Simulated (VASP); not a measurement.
# CuGe4 in VASP: relaxation of the atoms with PBE

Aim: the relaxation of the atoms of CuGe4 with PBE.

Everything below comes from runs of VASP 6.6.1. Logs are shortened: lines on timing, memory, paths and dates and some standing lists are left out, and cuts for length are marked.

## Step 1: The cell of the first run

The cell holds a slab with vacuum, 5 atoms: a = 4.074 Å, b = 4.074 Å, c = 19.856 Å, α = 90.00°, β = 90.00°, γ = 90.00°.

## Step 2: Relaxation of the atoms, PBE

File INCAR:

```
PREC     = Accurate       # precision mode
ENCUT    = 520            # plane-wave cutoff, eV
EDIFF    = 1E-7           # SCF threshold, eV
ISMEAR   = 0              # smearing method
SIGMA    = 0.1            # smearing width, eV
LREAL    = F              # projectors in reciprocal space
LASPH    = T              # aspherical terms in the spheres
NELM     = 60             # most SCF steps
ALGO     = Fast           # electronic algorithm
ISIF     = 2              # what is computed and relaxed
LWAVE    = F              # write WAVECAR
LCHARG   = F              # write CHGCAR
LDIPOL   = T            
IDIPOL   = 3            
DIPOL    = 0.5 0.5 0.332
GGA      = PE             # functional
IBRION   = 2              # ionic algorithm
NSW      = 36             # ionic steps
EDIFFG   = -0.025         # ionic threshold
KPAR     = 4
```

File KPOINTS:

```
Automatic mesh
0
Gamma
  7 7 1
```

File POSCAR:

```
CuGe4
1.0
    4.0740542205      0.0000000000      0.0000000000
    0.0000000000      4.0740542205      0.0000000000
    0.0000000000      0.0000000000     19.8557568590
Ge Cu
4 1
Selective dynamics
Direct
    0.0000000000      0.5000000000      0.2014529100  F F F
    0.0000000000      0.0000000000      0.2739958855  F F F
    0.5000000000      0.0000000000      0.3493666156  F F F
    0.5000000000      0.5000000000      0.4208228837  F F F
    1.0000000000      1.0000000000      0.4129361623  F F T
```

Potentials or basis: VASP PAW PBE potentials, release 64 (Ge_d, Cu).

Command:

```
cat potpaw_PBE.64/Ge_d/POTCAR potpaw_PBE.64/Cu/POTCAR > POTCAR
mpirun -np 4 vasp_std > vasp.out
```

OUTCAR:

```text
PREC = Accurate
   ENCUT = 520
   EDIFF = 1E-7
   ISMEAR = 0
   LREAL = F
   LASPH = T
   NELM = 60
   ISIF = 2
   GGA = PE
   IBRION = 2
   NSW = 36
   EDIFFG = -0.025

 ion  position               nearest neighbor table
   1  0.000  0.500  0.201-   2 2.49   2 2.49
   2  0.000  0.000  0.274-   1 2.49   1 2.49   3 2.53   3 2.53   5 2.76
   3  0.500  0.000  0.349-   5 2.40   5 2.40   4 2.48   4 2.48   2 2.53   2 2.53
   4  0.500  0.500  0.421-   3 2.48   3 2.48
   5  0.000  0.000  0.413-   3 2.40   3 2.40   2 2.76

  LATTYP: Found a simple tetragonal cell.
 ALAT       =     4.0740542205
 C/A-ratio  =     4.8737095248

  Lattice vectors:

 A1 = (   4.0740542205,   0.0000000000,   0.0000000000)
 A2 = (   0.0000000000,   4.0740542205,   0.0000000000)
 A3 = (   0.0000000000,   0.0000000000,  19.8557568590)

Analysis of symmetry for initial positions (statically):
=====================================================================
 Subroutine PRICEL returns:
 Original cell was already a primitive cell.

 Routine SETGRP: Setting up the symmetry group for a
 simple tetragonal supercell.

 Subroutine GETGRP returns: Found  4 space group operations
 (whereof  4 operations were pure point group operations)
 out of a pool of 16 trial point group operations.

The static configuration has the point symmetry C_2v.

Analysis of symmetry for dynamics (positions and initial velocities):
=====================================================================
 Subroutine PRICEL returns:
 Original cell was already a primitive cell.

 Routine SETGRP: Setting up the symmetry group for a
 simple tetragonal supercell.

 Subroutine GETGRP returns: Found  4 space group operations
 (whereof  4 operations were pure point group operations)
 out of a pool of 16 trial point group operations.

The dynamic configuration has the point symmetry C_2v.

Analysis of constrained symmetry for selective dynamics:
=====================================================================
 Subroutine PRICEL returns:
 Original cell was already a primitive cell.

 Routine SETGRP: Setting up the symmetry group for a
 simple tetragonal supercell.

 Subroutine GETGRP returns: Found  4 space group operations
 (whereof  4 operations were pure point group operations)
 out of a pool of 16 trial point group operations.

The constrained configuration has the point symmetry C_2v.

 Subroutine INISYM returns: Found  4 space group operations
 (whereof  4 operations are pure point group operations),
 and found     1 'primitive' translations

----------------------------------------------------------------------------------------

                                     Primitive cell

  volume of cell :     329.5642

  direct lattice vectors                    reciprocal lattice vectors
     4.074054220  0.000000000  0.000000000     0.245455742  0.000000000  0.000000000
     0.000000000  4.074054220  0.000000000     0.000000000  0.245455742  0.000000000
     0.000000000  0.000000000 19.855756859     0.000000000  0.000000000  0.050363228

  length of vectors
     4.074054220  4.074054220 19.855756859     0.245455742  0.245455742  0.050363228

  position of ions in fractional coordinates (direct lattice)
     0.000000000  0.500000000  0.201452910
     0.000000000  0.000000000  0.273995885
     0.500000000  0.000000000  0.349366616
     0.500000000  0.500000000  0.420822884
     0.000000000  0.000000000  0.412936162

  ion indices of the primitive-cell ions
   primitive index   ion index
                 1           1
                 2           2
                 3           3
                 4           4
                 5           5

----------------------------------------------------------------------------------------

 KPOINTS: Automatic mesh

Automatic generation of k-mesh.
 Grid dimensions read from file:
 generate k-points for:    7    7    1

 Generating k-lattice:

[... 40 lines left out ...]
   NGX,Y,Z   is equivalent  to a cutoff of  12.24, 12.24, 12.56 a.u.
   NGXF,Y,Z  is equivalent  to a cutoff of  24.48, 24.48, 25.12 a.u.
 SYSTEM =  unknown system
   PREC   = accura    normal or accurate (medium, high low for compatibility)
   ISTART =      0    job   : 0-new  1-cont  2-samecut
   ICHARG =      2    charge: 1-file 2-atom 10-const
   ISPIN  =      1    spin polarized calculation?
   LNONCOLLINEAR =      F non collinear calculations
   LSORBIT =      F    spin-orbit coupling
   LASPH  =      T    aspherical Exc in radial PAW
   ENCUT  =  520.0 eV  38.22 Ry    6.18 a.u.   7.58  7.58 36.92*2*pi/ulx,y,z
   NELM   =     60;   NELMIN=  2; NELMDL= -5     # of ELM steps
   EDIFF  = 0.1E-06   stopping-criterion for ELM
   LREAL  =      F    real-space projection
   EDIFFG = -.3E-01   stopping-criterion for IOM
   NSW    =     36    number of steps for IOM
   IBRION =      2    ionic relax: 0-MD 1-quasi-New 2-CG
   NFREE  =      1    steps in history (QN), initial steepest desc. (CG)
   ISIF   =      2    stress and relaxation
   ISYM   =      2    0-nonsym 1-usesym 2-fastsym
   POTIM  = 0.5000    time-step for ionic-motion
   TEBEG  =    0.0;   TEEND  =   0.0 temperature during run
   PSTRESS=    0.0 pullay stress
   NELECT =      67.0000    total number of electrons
   NUPDOWN=      -1.0000    fix difference up-down
   EMIN   =  10.00;   EMAX   =-10.00  energy-range for DOS
   EFERMI =   0.00;   METHOD = LEGACY
   ISMEAR =     0;   SIGMA  =   0.10  broadening in eV -4-tet -1-fermi 0-gaus
   EFERMI_NEDOS =   21; number of points for ismear=-14 and -15
   IALGO  =     68    algorithm
   IMIX   =      4    mixing-type and parameters
     AMIX     =   0.40;   BMIX     =  1.00
     AMIX_MAG =   1.60;   BMIX_MAG =  1.00
  volume/ion in A,a.u.               =      65.91       444.80
  Fermi-wavevector in a.u.,A,eV,Ry     =   0.962616  1.819080 12.607561  0.926630
  Thomas-Fermi vector in A             =   2.092090
   LORBIT       =      0    0 simple, 1 ext, 2 COOP (PROOUT), +10 PAW based schemes
   GGA     = PE    functional components
   LHFCALC =     F    Hartree Fock is set to
   AEXX    =    0.0000 exact exchange contribution
   IVDW    =     0    specifies the selected vdW correction
   LEPSILON=     F    determine dielectric tensor
   LRPA    =     F    only Hartree local field effects (RPA)
 conjugate gradient relaxation of ions
 non-spin polarized calculation
 RMM-DIIS sequential band-by-band and
 Gauss-broadening in eV      SIGMA  =   0.10
  energy-cutoff  :      520.00
  volume of cell :      329.56
 maximum number of plane-waves:      8917
   NGX = 15   NGY = 15   NGZ = 73

--------------------------------------- Ionic step        1  -------------------------------------------

 number of electron      66.9999934 magnetization

 Free energy of the ion-electron system (eV)
  ---------------------------------------------------
  ext. energy  EPLUGINS =         0.00000000
  ---------------------------------------------------
  free energy    TOTEN  =       -18.64060306 eV

  energy without entropy =      -18.63264811  energy(sigma->0) =      -18.63662559

------------------------ aborting loop because EDIFF is reached ----------------------------------------

  FORCE on cell =-STRESS in cart. coord.  units (eV):
  Direction    XX          YY          ZZ          XY          YZ          ZX
  --------------------------------------------------------------------------------------
  -------------------------------------------------------------------------------------
  Total       -0.4503439     -1.5446266      2.7705745      0.0000000      0.0000000      0.0000000
  in kB       -2.1893483     -7.5092065     13.4691553      0.0000000      0.0000000      0.0000000
  external PRESSURE =       1.2568668 kB  Pullay stress =       0.0000000 kB
[... 98 lines left out ...]
  FREE ENERGIE OF THE ION-ELECTRON SYSTEM (eV)
  ---------------------------------------------------
  free  energy   TOTEN  =       -18.6740857515 eV

  energy  without entropy=      -18.6663705674  energy(sigma->0) =      -18.67022816

 dipolmoment           0.000000      0.000000      0.001898 electrons x Angstroem

--------------------------------------- Ionic step        4  -------------------------------------------

 number of electron      66.9999919 magnetization

------------------------ aborting loop because EDIFF is reached ----------------------------------------

 vacuum level on the upper side and lower side of the slab       (xc-potential included)        -0.127        -0.082

  FORCE on cell =-STRESS in cart. coord.  units (eV):
  Direction    XX          YY          ZZ          XY          YZ          ZX
  --------------------------------------------------------------------------------------
  -------------------------------------------------------------------------------------
  Total       -2.2982966     -1.9879156      1.7071174      0.0000000      0.0000000      0.0000000
  in kB      -11.1731750     -9.6642571      8.2991560      0.0000000      0.0000000      0.0000000
  external PRESSURE =      -4.1794254 kB  Pullay stress =       0.0000000 kB
[... 26 lines left out ...]
--------------------------------------- Ionic step        5  -------------------------------------------

 number of electron      66.9999936 magnetization

 dipolmoment           0.000000      0.000000     -0.003613 electrons x Angstroem

 Free energy of the ion-electron system (eV)
  ---------------------------------------------------
  ext. energy  EPLUGINS =         0.00000000
  ---------------------------------------------------
  free energy    TOTEN  =       -18.68727689 eV

  energy without entropy =      -18.67967188  energy(sigma->0) =      -18.68347438

 E-fermi :  -1.6707     XC(G=0):  -4.0674

 val. band max:       -1.7006139312   @ k =   0.4286   0.1429   0.0000
 cond. band min:      -1.5874150939   @ k =   0.4286   0.0000   0.0000
 fundamental gap:      0.1131988373
 Fermi energy:        -1.6706514662

 k-point     1 :       0.0000    0.0000    0.0000
  band No.  band energies     occupation
      1     -26.2995      2.00000
      2     -26.2584      2.00000
      3     -26.2476      2.00000
      4     -26.2154      2.00000
      5     -26.1774      2.00000
      6     -26.0979      2.00000
[... 677 lines left out ...]
     39       2.9401      0.00000
     40       3.1155      0.00000

------------------------ aborting loop because EDIFF is reached ----------------------------------------

 vacuum level on the upper side and lower side of the slab       (xc-potential included)        -0.026         0.013

  FORCE on cell =-STRESS in cart. coord.  units (eV):
  Direction    XX          YY          ZZ          XY          YZ          ZX
  --------------------------------------------------------------------------------------
  -------------------------------------------------------------------------------------
  Total       -2.1372678     -1.9378084      1.8093525      0.0000000      0.0000000      0.0000000
  in kB      -10.3903330     -9.4206609      8.7961718      0.0000000      0.0000000      0.0000000
  external PRESSURE =      -3.6716074 kB  Pullay stress =       0.0000000 kB
[... 20 lines left out ...]
  FREE ENERGIE OF THE ION-ELECTRON SYSTEM (eV)
  ---------------------------------------------------
  free  energy   TOTEN  =       -18.6872768892 eV

  energy  without entropy=      -18.6796718788  energy(sigma->0) =      -18.68347438

 reached required accuracy - stopping structural energy minimisation

 vacuum level on the upper side and lower side of the slab         3.011         3.050
```

It took 8.2 min on 4 MPI ranks of Oxide Virtual Turin-like, shared host; peak memory 0.48 GiB.

Results:

- Free energy: -18.6873 eV
- Energy gained by relaxing: 9.3 meV/atom
- Ionic steps: 5
- Band gap on the k mesh: zero (an odd number of electrons rules out a gap without spin polarisation)

The path:
```
step  energy change (eV)  largest force on free atoms (eV/Å)  pressure (GPa)
   1              0.0000                              0.4827            0.13
   2             -0.0105                              0.4180            0.06
   3             -0.0335                              0.2423           -0.12
   4             -0.0459                              0.0546           -0.42
   5             -0.0467                              0.0048           -0.37
```

Final structure:
```
Ge Cu
1.0
     4.07405    0.00000    0.00000
     0.00000    4.07405    0.00000
     0.00000    0.00000   19.85576
Ge Cu
4 1
Direct
  0.00000 0.50000 0.20145
  0.00000 0.00000 0.27400
  0.50000 0.00000 0.34937
  0.50000 0.50000 0.42082
  0.00000 0.00000 0.42337
```

The gap in the log of VASP goes by the Fermi energy; the results here count the filled bands.